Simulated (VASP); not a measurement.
# TlBr (Pm-3m) in VASP: a series of runs, part 2 of 2

VASP 6.6.1. The steps go on from the part before.

## (4) Electric field gradients, PBE (33.16 Å³/atom)

This run uses another cell than the first one, of 33.16 Å³/atom.

Input file INCAR:

```
  PREC = Accurate
  ENCUT = 400
  EDIFF = 1E-8
  ISMEAR = -1
  SIGMA = 0.03
  LREAL = False
  LASPH = True
  NELM = 120
  ALGO = Normal
  ISIF = 2
  LWAVE = False
  LCHARG = False
  GGA = PE
  LEFG = True
  NBANDS = 17
  GGA_COMPAT = False
```

Input file KPOINTS:

```
regular mesh
0
Gamma
  8 8 8
```

Input file POSCAR:

```
TlBr
1.0
    4.0478629050      0.0000000000      0.0000000000
    0.0000000000      4.0478629050      0.0000000000
    0.0000000000      0.0000000000      4.0478629050
Tl Br
1 1
Direct
    0.0000000000      0.0000000000      0.0000000000
    0.5000000000      0.5000000000      0.5000000000
```

Potentials or basis: VASP PAW PBE potentials, release 64 (Tl_d, Br).

The run is started by

```sh
$ cat potpaw_PBE.64/Tl_d/POTCAR potpaw_PBE.64/Br/POTCAR > POTCAR
$ mpirun -np 1 vasp_std > vasp.out
```

OUTCAR:

```text
PREC = Accurate
   ENCUT = 400
   EDIFF = 1E-8
   ISMEAR = -1
   LREAL = False
   LASPH = True
   NELM = 120
   ISIF = 2
   GGA = PE

 ion  position               nearest neighbor table
   1  0.000  0.000  0.000-
   2  0.500  0.500  0.500-

  LATTYP: Found a simple cubic cell.
 ALAT       =     4.0478629050

  Lattice vectors:

 A1 = (   4.0478629050,   0.0000000000,   0.0000000000)
 A2 = (   0.0000000000,   4.0478629050,   0.0000000000)
 A3 = (   0.0000000000,   0.0000000000,   4.0478629050)

Analysis of symmetry for initial positions (statically):
=====================================================================
 Subroutine PRICEL returns:
 Original cell was already a primitive cell.

 Routine SETGRP: Setting up the symmetry group for a
 simple cubic supercell.

 Subroutine GETGRP returns: Found 48 space group operations
 (whereof 48 operations were pure point group operations)
 out of a pool of 48 trial point group operations.

The static configuration has the point symmetry O_h .

Analysis of symmetry for dynamics (positions and initial velocities):
=====================================================================
 Subroutine PRICEL returns:
 Original cell was already a primitive cell.

 Routine SETGRP: Setting up the symmetry group for a
 simple cubic supercell.

 Subroutine GETGRP returns: Found 48 space group operations
 (whereof 48 operations were pure point group operations)
 out of a pool of 48 trial point group operations.

The dynamic configuration has the point symmetry O_h .

[... 153 lines left out ...]
 k-point     1 :       0.0000    0.0000    0.0000
  band No.  band energies     occupation
      1     -11.5924      2.00000
      2      -8.1585      2.00000
      3      -8.1585      2.00000
      4      -8.0064      2.00000
      5      -8.0064      2.00000
      6      -8.0064      2.00000
[... 457 lines left out ...]
      4      -8.0471      2.00000
      5      -8.0248      2.00000
      6      -7.9793      2.00000
[... 9 lines left out ...]
     16      12.7095      0.00000
     17      14.2209      0.00000

 [... further k-points ...]

------------------------ aborting loop because EDIFF is reached ----------------------------------------

  FORCE on cell =-STRESS in cart. coord.  units (eV):
  Direction    XX          YY          ZZ          XY          YZ          ZX
  --------------------------------------------------------------------------------------
  -------------------------------------------------------------------------------------
  Total       -0.0012334     -0.0012334     -0.0012334      0.0000000      0.0000000     -0.0000000
  in kB       -0.0297939     -0.0297939     -0.0297939      0.0000000      0.0000000     -0.0000000
  external PRESSURE =      -0.0297939 kB  Pullay stress =       0.0000000 kB

 VOLUME and BASIS-vectors are now :
 -----------------------------------------------------------------------------
  energy-cutoff  :      400.00
  volume of cell :       66.33
      direct lattice vectors                 reciprocal lattice vectors
     4.047862905  0.000000000  0.000000000     0.247043940  0.000000000  0.000000000
     0.000000000  4.047862905  0.000000000     0.000000000  0.247043940  0.000000000
     0.000000000  0.000000000  4.047862905     0.000000000  0.000000000  0.247043940

 POSITION                                       TOTAL-FORCE (eV/Angst)
 -----------------------------------------------------------------------------------
      0.00000      0.00000      0.00000         0.000000      0.000000      0.000000
      2.02393      2.02393      2.02393         0.000000      0.000000      0.000000
 -----------------------------------------------------------------------------------
    total drift:                                0.000000      0.000000      0.000000

  FREE ENERGIE OF THE ION-ELECTRON SYSTEM (eV)
  ---------------------------------------------------
  free  energy   TOTEN  =        -5.5453963205 eV

  energy  without entropy=       -5.5453963205  energy(sigma->0) =       -5.54539632

 Electric field gradients (V/A^2)
---------------------------------------------------------------------
 ion       V_xx      V_yy      V_zz      V_xy      V_xz      V_yz
---------------------------------------------------------------------
   1      -0.000     0.000    -0.000    -0.000     0.000     0.000
   2      -0.000    -0.000     0.000    -0.000     0.000     0.000
---------------------------------------------------------------------

 Electric field gradients after diagonalization (V/A^2)
 (convention: |V_zz| > |V_xx| > |V_yy|)
----------------------------------------------------------------------
 ion       V_xx      V_yy      V_zz     asymmetry (V_yy - V_xx)/ V_zz
----------------------------------------------------------------------
   1       0.000    -0.000    -0.000       0.252
   2      -0.000    -0.000     0.000       0.052
----------------------------------------------------------------------

           NMR quadrupolar parameters

 Cq : quadrupolar parameter    Cq=e*Q*V_zz/h
 eta: asymmetry parameters     (V_yy - V_xx)/ V_zz
 Q  : nuclear electric quadrupole moment in mb (millibarn)
----------------------------------------------------------------------
 ion       Cq(MHz)       eta       Q (mb)
----------------------------------------------------------------------
   1      -0.000       0.252       1.000
   2       0.000       0.052       1.000
----------------------------------------------------------------------
```

OSZICAR:

```text
N       E                     dE             d eps       ncg     rms          rms(c)
DAV:   1     0.813874039114E+02    0.81387E+02   -0.84969E+03  1270   0.820E+02
DAV:   2    -0.270720714929E+01   -0.84095E+02   -0.80655E+02  1509   0.191E+02
DAV:   3    -0.582862462399E+01   -0.31214E+01   -0.31132E+01  1379   0.326E+01
DAV:   4    -0.584671745956E+01   -0.18093E-01   -0.18091E-01  1518   0.297E+00
DAV:   5    -0.584689269318E+01   -0.17523E-03   -0.17523E-03  1373   0.278E-01    0.255E+00
DAV:   6    -0.557432007414E+01    0.27257E+00   -0.41352E-01  1250   0.307E+00    0.147E+00
DAV:   7    -0.554491393909E+01    0.29406E-01   -0.13549E-01  1305   0.153E+00    0.831E-01
DAV:   8    -0.554560732985E+01   -0.69339E-03   -0.19269E-02  1331   0.843E-01    0.174E-01
DAV:   9    -0.554523771474E+01    0.36962E-03   -0.16807E-03  1326   0.201E-01    0.846E-02
DAV:  10    -0.554539935759E+01   -0.16164E-03   -0.37620E-04  1287   0.922E-02    0.309E-02
DAV:  11    -0.554539545747E+01    0.39001E-05   -0.31819E-05  1469   0.347E-02    0.605E-03
DAV:  12    -0.554539618999E+01   -0.73253E-06   -0.23323E-06  1301   0.794E-03    0.277E-03
DAV:  13    -0.554539626246E+01   -0.72469E-07   -0.17660E-07  1392   0.240E-03    0.798E-04
DAV:  14    -0.554539630865E+01   -0.46189E-07   -0.19428E-08  1342   0.700E-04    0.320E-04
DAV:  15    -0.554539632142E+01   -0.12763E-07   -0.72784E-10   720   0.140E-04    0.109E-04
DAV:  16    -0.554539632055E+01    0.87061E-09   -0.14336E-10   679   0.841E-05
   1 F= -.55453963E+01 E0= -.55453963E+01  d E =-.175384E-10
```

stdout:

```text
POSCAR found type information on POSCAR TlBr
 POSCAR found :  2 types and       2 ions
 scaLAPACK will be used
 LDA part: xc-table for (Slater+PW92), standard interpolation
 POSCAR, INCAR and KPOINTS ok, starting setup
 FFT: planning ... GRIDC
 FFT: planning ... GRID_SOFT
 FFT: planning ... GRID
 WAVECAR not read
 entering main loop
ion   1

ion   2
```

Run time: 42 s. Hardware: 1 thread of AMD EPYC 7R13, shared host; peak memory 0.14 GiB.

What came out:

| Property | Result |
| --- | --- |
| Free energy | -5.5454 eV |
| Pressure | 0.0 GPa |
| Band gap on the k mesh | 1.99 eV |
| Largest electric field gradient by atom | zero within the noise of the run |

Caveat: spin-orbit coupling is left out, which moves the levels of the heavy elements. A k mesh can miss the band edges.
